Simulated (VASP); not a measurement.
**MgS: single point with HSE06**

Crystal: MgS.

```
CELL_PARAMETERS angstrom
0.00000 2.78586 2.83087
2.78586 0.00000 2.83087
2.78586 2.78586 0.00000
ATOMIC_POSITIONS crystal
Mg 0.00000 0.00000 0.00000
S 0.75000 0.75000 0.75000
```

This cell differs from its parent crystal: biaxial xy strain -1.6%.

```yaml
Program: VASP 6.6.1
Task: single point
Functional: HSE06
Potentials_or_basis: VASP PAW PBE potentials, release 64 (Mg, S)
Cutoff: 520 eV
k_mesh: 6 × 6 × 6
Occupations: gaussian, width 0.01 eV
Spin: no spin polarisation
Dipole_correction: no
Grid_for_exact_exchange_PRECFOCK: Normal
Further_INCAR_settings: ALGO = Normal; EDIFF = 1e-06; NBANDS = 11
Share_of_exact_exchange: 0.25
Screening_parameter: 0.2079 1/Å
```

The pressure is 1.9 GPa and the band gap on the k mesh is 4.67 eV.

Stress tensor (GPa, compression positive):
```
2.02 0.00 0.00
0.00 2.02 0.00
0.00 0.00 1.66
```

Levels at points of the mesh, in eV from the valence-band top:
| k point | band 2 | band 3 | band 4 | band 5 | band 6 | band 7 |
| --- | --- | --- | --- | --- | --- | --- |
| (0.00, 0.00, 0.00) | -0.05 | 0.00 | 0.00 | 4.67 | 9.25 | 9.27 |
| (0.50, 0.00, 0.00) | -3.53 | -0.43 | -0.34 | 6.33 | 8.79 | 8.95 |
| (0.50, 0.50, 0.00) | -3.22 | -1.13 | -1.13 | 4.84 | 6.86 | 12.82 |
| (0.50, 0.00, 0.50) | -3.14 | -1.22 | -1.21 | 4.80 | 6.74 | 13.02 |

Run time: 15 min on 1 thread of Oxide Virtual Turin-like Processor (shared host), peak memory 0.27 GiB.

Caveat: the cell differs from its parent crystal (biaxial xy strain -1.6%); the PAW data sets were made with another functional, which shifts forces and pressure a little. A k mesh can miss the band edges.
